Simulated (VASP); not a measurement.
A run of VASP 6.6.1 is set up as follows.

Contents of INCAR:

```
PREC = Accurate
ENCUT = 520
EDIFF = 1E-6
ISMEAR = -1
SIGMA = 0.02
LREAL = F
LASPH = T
NELM = 200
ALGO = Normal
ISIF = 2
LWAVE = F
LCHARG = F
ISPIN = 2
MAGMOM = 0 0 0 0 0 0 0 0 0 0 0 0 0 0 0 0 0
LORBIT = 11
GGA = PE
IVDW = 12
NBANDS = 53
GGA_COMPAT = F
```

The input KPOINTS:

```
regular mesh
0
Gamma
  2 2 2
```

File POSCAR:

```
Si16O
1.0
    0.0000000000      5.4300000000      5.4300000000
    5.4300000000      0.0000000000      5.4300000000
    5.4300000000      5.4300000000      0.0000000000
Si O
16 1
Direct
    0.0232872928     -0.0279281768     -0.0312062615
    0.1097421731      0.0584346225      0.1537384899
   -0.0577992634     -0.0007826888      0.5104880295
    0.0971546961      0.1007826888      0.6187569061
   -0.0665193370      0.5298158379      0.0399079190
    0.1106445672      0.5970534070      0.1649171271
   -0.0161418048      0.4653499079      0.5421639042
    0.0970902394      0.6277532228      0.6138489871
    0.5009484346     -0.0110589319     -0.0421823204
    0.6372283610      0.1169705341      0.0718324125
    0.4891528545      0.0019521179      0.4650092081
    0.5842633517      0.1252025783      0.6264364641
    0.4775506446      0.4962983425      0.0182688766
    0.5770810313      0.6286279926      0.1877255985
    0.4730939227      0.4822836096      0.5618600368
    0.6283701657      0.6247421731      0.6384069982
    0.2344106814      0.7963812155      0.3356261510
```

Potentials or basis: VASP PAW PBE potentials, release 64 (Si, O).

Launch:

```console
$ cat potpaw_PBE.64/Si/POTCAR potpaw_PBE.64/O/POTCAR > POTCAR
$ mpirun -np 1 vasp_std > vasp.out
```

Q: What does it give for the largest force?

A: 3.716 eV/Å.

Q: Predict the band gap on the k mesh.

A: 0.15 eV.

Forces in eV/Å, atoms in the order of the input:
```
Si   1.306  0.309 -1.937
Si  -0.538  0.377  1.598
Si   0.751  0.150 -0.242
Si  -1.131  0.298  1.507
Si  -1.711  0.815  0.685
Si  -0.276 -0.925 -0.119
Si  -1.226 -0.639 -0.196
Si   0.935  1.756  1.099
Si   2.674  1.949 -1.691
Si   0.843  0.485 -0.128
Si  -0.170 -0.300 -0.130
Si  -1.548 -2.527  1.073
Si  -0.345  1.075  0.648
Si  -0.597 -1.542 -1.325
Si   0.193  0.133 -0.131
Si   1.122 -1.021 -1.130
O   -0.283 -0.395  0.419
```

Caveat: the k points lie up to 0.50 Å⁻¹ apart.
